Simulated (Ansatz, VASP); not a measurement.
**Si4O7 in VASP and in Ansatz**

INCAR

```
SYSTEM = Si4O7
PREC = Accurate
ENCUT = 520
EDIFF = 1E-6
ISMEAR = 0
SIGMA = 0.05
LREAL = .False.
LASPH = .True.
NELM = 60
ALGO = Normal
ISIF = 2
LWAVE = .False.
LCHARG = .True.
LELF = .True.
LVHAR = .True.
NBANDS = 40
```

KPOINTS

```
regular mesh
0
Gamma
  6 6 6
  0 0 0
```

File POSCAR:

```
Si4O7
1.0
    0.0000000000      4.1548619959     -2.6614337333
    0.0000000000     -4.1548619959     -2.6614337333
   -4.1548619959      0.0000000000      2.6614337333
Si O
4 7
Direct
    0.2500000000      0.7500000000      0.5000000000
    0.7500000000      0.2500000000      0.5000000000
    0.0000000000      0.0000000000      1.0000000000
    0.5000000000      0.5000000000      1.0000000000
    1.0000000000      0.3055647994      0.3055647994
    0.5555647994      0.7500000000      0.8055647994
    0.0555647994      0.2500000000      0.8055647994
    0.0000000000      0.6944352006      0.6944352006
    0.5000000000      0.1458264005      0.6458264005
    0.9444352006      0.7500000000      0.1944352006
    0.4444352006      0.2500000000      0.1944352006
```

Input for Ansatz:

```yaml
crystal:
  lattice:
    - [0.0, 4.1548619959, -2.6614337333]
    - [0.0, -4.1548619959, -2.6614337333]
    - [-4.1548619959, 0.0, 2.6614337333]
  atoms:
    - { symbol: Si, position: [0.25, 0.75, 0.5] }
    - { symbol: Si, position: [0.75, 0.25, 0.5] }
    - { symbol: Si, position: [0.0, 0.0, 1.0] }
    - { symbol: Si, position: [0.5, 0.5, 1.0] }
    - { symbol: O, position: [1.0, 0.3055647994, 0.3055647994] }
    - { symbol: O, position: [0.5555647994, 0.75, 0.8055647994] }
    - { symbol: O, position: [0.0555647994, 0.25, 0.8055647994] }
    - { symbol: O, position: [0.0, 0.6944352006, 0.6944352006] }
    - { symbol: O, position: [0.5, 0.1458264005, 0.6458264005] }
    - { symbol: O, position: [0.9444352006, 0.75, 0.1944352006] }
    - { symbol: O, position: [0.4444352006, 0.25, 0.1944352006] }
basis:
  ecutwfc: 420
kpoints:
  mp_grid: { grid: [6, 6, 6] }
hamiltonian:
  xc: lda
  pseudopotentials: { kind: paw, azcp: { folder: soft_1 } }
scf:
  occupations: { method: gaussian, width: 0.05 }
output:
  forces: true
  stress: true
  eigenvalues: true
  write_density: true
  write_potential: true
  elf: true
  volumetric_format: npy
```

Change from the starting cell: O vacancy; atom 9 moved 0.125 of the way to it and +0.000 Å across, host rigid.

Alike in both runs: task single point; functional LDA; k mesh 6 × 6 × 6; occupations gaussian, width 0.05 eV; no spin polarisation.

```csv
,VASP,Ansatz
version,VASP 6.6.1,Ansatz 0.2.0
potentials or method,"VASP PAW LDA potentials, release 64 (Si, O), cutoff 520 eV","scalar-relativistic, plane waves, PAW"
valence electrons in the cell,58,58
```

```csv
,VASP,Ansatz,Ansatz less VASP
gap on the k mesh at the Fermi level (eV),1.63,1.63,+0.001
least direct gap on the mesh (eV),2.15,2.15,0.000
pressure (GPa),5.6,4.7,-0.97
"traceless stress, the component that is largest in VASP (GPa)",5.46,4.71,-0.757
rms of the force components (eV/Å),1.636,1.618,-0.0183
```

Ansatz warns that its potentials were made for another functional, while VASP's fit it. LDA's correlation is that of Perdew and Zunger in VASP and of Perdew and Wang (1992) in Ansatz. Atom by atom the forces differ by 0.027 eV/Å (rms over components).
